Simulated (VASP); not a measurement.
# BeS (F-43m) in VASP: further runs

The runs below take BeS through single point, with r2SCAN.

All numbers are computed with VASP 6.6.1; they aren't measurements. Logs are shortened: lines on timing, memory, paths and dates and some standing lists are left out, and cuts for length are marked.

## 1. The cell of the first run

The structure is cubic, space group F-43m (No. 216). The conventional cell has a = 4.817 Å, b = 4.817 Å, c = 4.817 Å, α = 90.00°, β = 90.00°, γ = 90.00°. S (site symmetry -43m) has 4 Be at 2.09 Å within 2.8 Å. Within 2.8 Å of Be (site symmetry -43m) lie 4 S at 2.09 Å.

## 2. Single point, r2SCAN

Input file POSCAR:

```
BeS
1.0
    0.0000000000      2.4087243418      2.4087243418
    2.4087243418      0.0000000000      2.4087243418
    2.4087243418      2.4087243418      0.0000000000
S Be
1 1
Direct
    0.7500000000      0.7500000000      0.7500000000
    0.0000000000      0.0000000000      0.0000000000
```

Input file INCAR.step1:

```
  PREC = Accurate
  ENCUT = 520
  ISMEAR = -1
  SIGMA = 0.05
  LREAL = False
  LASPH = True
  NELM = 100
  NBANDS = 11
  GGA = PE
  ALGO = Normal
  EDIFF = 1E-4
  LWAVE = True
  LCHARG = False
```

Input file INCAR.step2:

```
  PREC = Accurate
  ENCUT = 520
  EDIFF = 1E-6
  ISMEAR = -1
  SIGMA = 0.05
  LREAL = False
  LASPH = True
  NELM = 100
  ALGO = Normal
  ISIF = 2
  LWAVE = False
  LCHARG = True
  METAGGA = R2SCAN
  LMIXTAU = True
  LELF = True
  LVHAR = True
  NBANDS = 11
  ISTART = 1
```

Input file KPOINTS:

```
regular mesh
0
Gamma
  9 9 9
```

Potentials or basis: VASP PAW PBE potentials, release 64 (S, Be).

Launch:

```sh
> cat potpaw_PBE.64/S/POTCAR potpaw_PBE.64/Be/POTCAR > POTCAR
> cp INCAR.step1 INCAR
> mpirun -np 1 vasp_std > vasp.out
> cp INCAR.step2 INCAR
> mpirun -np 1 vasp_std > vasp.out
```

OUTCAR:

```text
PREC = Accurate
   ENCUT = 520
   EDIFF = 1E-6
   ISMEAR = -1
   LREAL = False
   LASPH = True
   NELM = 100
   ISIF = 2
   METAGGA = R2SCAN
   ISTART = 1

 ion  position               nearest neighbor table
   1  0.750  0.750  0.750-   2 2.09   2 2.09   2 2.09   2 2.09
   2  0.000  0.000  0.000-   1 2.09   1 2.09   1 2.09   1 2.09

  LATTYP: Found a face centered cubic cell.
 ALAT       =     4.8174486836

  Lattice vectors:

 A1 = (   0.0000000000,   2.4087243418,   2.4087243418)
 A2 = (   2.4087243418,   0.0000000000,   2.4087243418)
 A3 = (   2.4087243418,   2.4087243418,   0.0000000000)

Analysis of symmetry for initial positions (statically):
=====================================================================
 Subroutine PRICEL returns:
 Original cell was already a primitive cell.

 Routine SETGRP: Setting up the symmetry group for a
 face centered cubic supercell.

 Subroutine GETGRP returns: Found 24 space group operations
 (whereof 24 operations were pure point group operations)
 out of a pool of 48 trial point group operations.

The static configuration has the point symmetry T_d .

Analysis of symmetry for dynamics (positions and initial velocities):
=====================================================================
 Subroutine PRICEL returns:
 Original cell was already a primitive cell.

 Routine SETGRP: Setting up the symmetry group for a
 face centered cubic supercell.

 Subroutine GETGRP returns: Found 24 space group operations
 (whereof 24 operations were pure point group operations)
 out of a pool of 48 trial point group operations.

The dynamic configuration has the point symmetry T_d .

 Subroutine INISYM returns: Found 24 space group operations
 (whereof 24 operations are pure point group operations),
 and found     1 'primitive' translations

----------------------------------------------------------------------------------------

                                     Primitive cell

  volume of cell :      27.9506

  direct lattice vectors                    reciprocal lattice vectors
     0.000000000  2.408724342  2.408724342    -0.207578755  0.207578755  0.207578755
     2.408724342  0.000000000  2.408724342     0.207578755 -0.207578755  0.207578755
     2.408724342  2.408724342  0.000000000     0.207578755  0.207578755 -0.207578755

  length of vectors
     3.406450632  3.406450632  3.406450632     0.359536950  0.359536950  0.359536950

  position of ions in fractional coordinates (direct lattice)
     0.750000000  0.750000000  0.750000000
     0.000000000  0.000000000  0.000000000

  ion indices of the primitive-cell ions
   primitive index   ion index
                 1           1
                 2           2

----------------------------------------------------------------------------------------

 KPOINTS: regular mesh

Automatic generation of k-mesh.
 Grid dimensions read from file:
 generate k-points for:    9    9    9

 Generating k-lattice:

  Cartesian coordinates                     Fractional coordinates (reciprocal lattice)
    -0.023064306  0.023064306  0.023064306     0.111111111  0.000000000  0.000000000
     0.023064306 -0.023064306  0.023064306     0.000000000  0.111111111  0.000000000
     0.023064306  0.023064306 -0.023064306     0.000000000  0.000000000  0.111111111

  Length of vectors
     0.039948550  0.039948550  0.039948550

  Shift w.r.t. Gamma in fractional coordinates (k-lattice)
     0.000000000  0.000000000  0.000000000

 Subroutine IBZKPT returns following result:
 ===========================================

 Found     35 irreducible k-points:

 Following reciprocal coordinates:
            Coordinates               Weight
  0.000000  0.000000  0.000000      1.000000
  0.111111  0.000000  0.000000      8.000000
  0.222222  0.000000  0.000000      8.000000
  0.333333  0.000000  0.000000      8.000000
  0.444444  0.000000  0.000000      8.000000
  0.111111  0.111111  0.000000      6.000000
[... 16 lines left out ...]
 -0.333333  0.333333  0.000000     12.000000
  0.444444  0.444444  0.000000      6.000000
 [... further k-points ...]
   k-points           NKPTS =     35   k-points in BZ     NKDIM =     35   number of bands    NBANDS=     11
   number of dos      NEDOS =    301   number of ions     NIONS =      2
   total plane-waves  NPLWV =  21952
   dimension x,y,z NGX =    28 NGY =   28 NGZ =   28
   dimension x,y,z NGXF=    56 NGYF=   56 NGZF=   56
   ions per type =               1   1
   NGX,Y,Z   is equivalent  to a cutoff of  13.66, 13.66, 13.66 a.u.
   NGXF,Y,Z  is equivalent  to a cutoff of  27.33, 27.33, 27.33 a.u.
 SYSTEM =  unknown system
   PREC   = accura    normal or accurate (medium, high low for compatibility)
   ISTART =      1    job   : 0-new  1-cont  2-samecut
   ICHARG =      0    charge: 1-file 2-atom 10-const
   ISPIN  =      1    spin polarized calculation?
   LNONCOLLINEAR =      F non collinear calculations
   LSORBIT =      F    spin-orbit coupling
   LASPH  =      T    aspherical Exc in radial PAW
   ENCUT  =  520.0 eV  38.22 Ry    6.18 a.u.   6.33  6.33  6.33*2*pi/ulx,y,z
   NELM   =    100;   NELMIN=  2; NELMDL=  0     # of ELM steps
   EDIFF  = 0.1E-05   stopping-criterion for ELM
   LREAL  =      F    real-space projection
   EDIFFG = 0.1E-04   stopping-criterion for IOM
   NSW    =      0    number of steps for IOM
   IBRION =     -1    ionic relax: 0-MD 1-quasi-New 2-CG
   NFREE  =      0    steps in history (QN), initial steepest desc. (CG)
   ISIF   =      2    stress and relaxation
   ISYM   =      2    0-nonsym 1-usesym 2-fastsym
   POTIM  = 0.5000    time-step for ionic-motion
   TEBEG  =    0.0;   TEEND  =   0.0 temperature during run
   PSTRESS=    0.0 pullay stress
   NELECT =       8.0000    total number of electrons
   NUPDOWN=      -1.0000    fix difference up-down
   EMIN   =  10.00;   EMAX   =-10.00  energy-range for DOS
   EFERMI =   0.00;   METHOD = LEGACY
   ISMEAR =    -1;   SIGMA  =   0.05  broadening in eV -4-tet -1-fermi 0-gaus
   EFERMI_NEDOS =   21; number of points for ismear=-14 and -15
   IALGO  =     38    algorithm
   IMIX   =      4    mixing-type and parameters
     AMIX     =   0.40;   BMIX     =  1.00
     AMIX_MAG =   1.60;   BMIX_MAG =  1.00
  volume/ion in A,a.u.               =      13.98        94.31
  Fermi-wavevector in a.u.,A,eV,Ry     =   1.078883  2.038793 15.837029  1.163989
  Thomas-Fermi vector in A             =   2.214834
   LORBIT       =      0    0 simple, 1 ext, 2 COOP (PROOUT), +10 PAW based schemes
   METAGGA = R2SCAN    functional components
   LHFCALC =     F    Hartree Fock is set to
   AEXX    =    0.0000 exact exchange contribution
   IVDW    =     0    specifies the selected vdW correction
   LEPSILON=     F    determine dielectric tensor
   LRPA    =     F    only Hartree local field effects (RPA)
 non-spin polarized calculation
  energy-cutoff  :      520.00
  volume of cell :       27.95
 maximum number of plane-waves:       766
 NGX is ok and might be reduce to    28
   NGX = 13   NGY = 13   NGZ = 13

 number of electron       8.0000000 magnetization

 Free energy of the ion-electron system (eV)
  ---------------------------------------------------
  ext. energy  EPLUGINS =         0.00000000
  ---------------------------------------------------
  free energy    TOTEN  =       -14.77587064 eV

  energy without entropy =      -14.77587064  energy(sigma->0) =      -14.77587064

 E-fermi :   5.2135     XC(G=0): -10.2715

 val. band max:        4.1804669030   @ k =   0.0000   0.0000   0.0000
 cond. band min:       7.8083624879   @ k =   0.4444   0.4444   0.0000
 fundamental gap:      3.6278955849
 Fermi energy:         5.2134862080

 k-point     1 :       0.0000    0.0000    0.0000
  band No.  band energies     occupation
      1     -10.2594      2.00000
      2       4.1805      2.00000
      3       4.1805      2.00000
      4       4.1805      2.00000
      5      10.4244      0.00000
      6      10.4244      0.00000
      7      10.4244      0.00000
      8      11.0531      0.00000
      9      17.6421      0.00000
     10      17.6421      0.00000
     11      20.2580      0.00000

 k-point     2 :       0.1111    0.0000    0.0000
  band No.  band energies     occupation
      1     -10.1085      2.00000
      2       3.1664      2.00000
      3       4.0123      2.00000
      4       4.0123      2.00000
      5      10.4726      0.00000
      6      10.7346      0.00000
      7      10.7346      0.00000
      8      12.0356      0.00000
      9      17.0515      0.00000
     10      17.0515      0.00000
     11      20.1057      0.00000

 k-point     3 :       0.2222    0.0000    0.0000
  band No.  band energies     occupation
      1      -9.6832      2.00000
      2       1.2211      2.00000
      3       3.6487      2.00000
      4       3.6487      2.00000
      5      10.4481      0.00000
      6      11.2859      0.00000
      7      11.2859      0.00000
      8      13.9793      0.00000
      9      16.6463      0.00000
     10      16.6463      0.00000
     11      19.6401      0.00000

 k-point     4 :       0.3333    0.0000    0.0000
  band No.  band energies     occupation
      1      -9.0914      2.00000
      2      -0.6045      2.00000
      3       3.3097      2.00000
      4       3.3097      2.00000
      5      10.3984      0.00000
      6      11.4429      0.00000
      7      11.4429      0.00000
      8      15.5914      0.00000
      9      17.5673      0.00000
     10      17.5673      0.00000
     11      19.5942      0.00000
[... 239 lines left out ...]
 k-point    22 :      -0.4444    0.3333    0.0000
  band No.  band energies     occupation
      1      -8.0047      2.00000
      2      -0.8013      2.00000
      3       0.3296      2.00000
      4       1.8237      2.00000
      5       8.9305      0.00000
      6      11.8191      0.00000
      7      15.6202      0.00000
      8      16.0061      0.00000
      9      18.5486      0.00000
     10      19.3108      0.00000
     11      22.8432      0.00000

 k-point    23 :      -0.3333    0.3333    0.0000
  band No.  band energies     occupation
      1      -8.0568      2.00000
      2      -0.6343      2.00000
      3      -0.1456      2.00000
      4       2.2080      2.00000
      5       9.5141      0.00000
      6      13.9626      0.00000
      7      14.6075      0.00000
      8      15.5857      0.00000
      9      16.5096      0.00000
     10      17.3882      0.00000
     11      23.9472      0.00000

 k-point    24 :       0.4444    0.4444    0.0000
  band No.  band energies     occupation
      1      -8.0367      2.00000
      2      -0.9570      2.00000
      3       1.4499      2.00000
      4       1.4499      2.00000
      5       7.8084      0.00000
      6       9.6179      0.00000
      7      17.7111      0.00000
      8      17.7111      0.00000
      9      20.7771      0.00000
     10      21.1975      0.00000
     11      22.7500      0.00000

 [... further k-points ...]
[... 5 lines left out ...]
  --------------------------------------------------------------------------------------
  -------------------------------------------------------------------------------------
  Total        0.6230345      0.6230345      0.6230345      0.0000000      0.0000000      0.0000000
  in kB       35.7134169     35.7134169     35.7134169      0.0000000      0.0000000      0.0000000
  external PRESSURE =      35.7134169 kB  Pullay stress =       0.0000000 kB

 VOLUME and BASIS-vectors are now :
 -----------------------------------------------------------------------------
  energy-cutoff  :      520.00
  volume of cell :       27.95
      direct lattice vectors                 reciprocal lattice vectors
     0.000000000  2.408724342  2.408724342    -0.207578755  0.207578755  0.207578755
     2.408724342  0.000000000  2.408724342     0.207578755 -0.207578755  0.207578755
     2.408724342  2.408724342  0.000000000     0.207578755  0.207578755 -0.207578755

 POSITION                                       TOTAL-FORCE (eV/Angst)
 -----------------------------------------------------------------------------------
      3.61309      3.61309      3.61309        -0.000000     -0.000000     -0.000000
      0.00000      0.00000      0.00000         0.000000      0.000000      0.000000
 -----------------------------------------------------------------------------------
    total drift:                               -0.000000     -0.000000     -0.000000

  FREE ENERGIE OF THE ION-ELECTRON SYSTEM (eV)
  ---------------------------------------------------
  free  energy   TOTEN  =       -14.7758706392 eV

  energy  without entropy=      -14.7758706391  energy(sigma->0) =      -14.77587064
```

Wall time 41 s (1 thread of Intel Xeon 6975P-C, shared host); peak memory 0.16 GiB.

Results:

```yaml
Free_energy: -14.7759 eV
Pressure: 3.6 GPa
Band_gap_on_the_k_mesh: 3.63 eV, indirect (least direct gap 6.24 eV)
```

Levels at points of the mesh, in eV from the valence-band top:
| k point | band 1 | band 2 | band 3 | band 4 | band 5 | band 6 | band 7 | band 8 | band 9 |
| --- | --- | --- | --- | --- | --- | --- | --- | --- | --- |
| (0.00, 0.00, 0.00) | -14.44 | 0.00 | 0.00 | 0.00 | 6.24 | 6.24 | 6.24 | 6.87 | 13.46 |

Caveat: the PAW data sets were made with another functional, which shifts forces and pressure a little. A k mesh can miss the band edges.

(Part 1 of 2 ends here.)
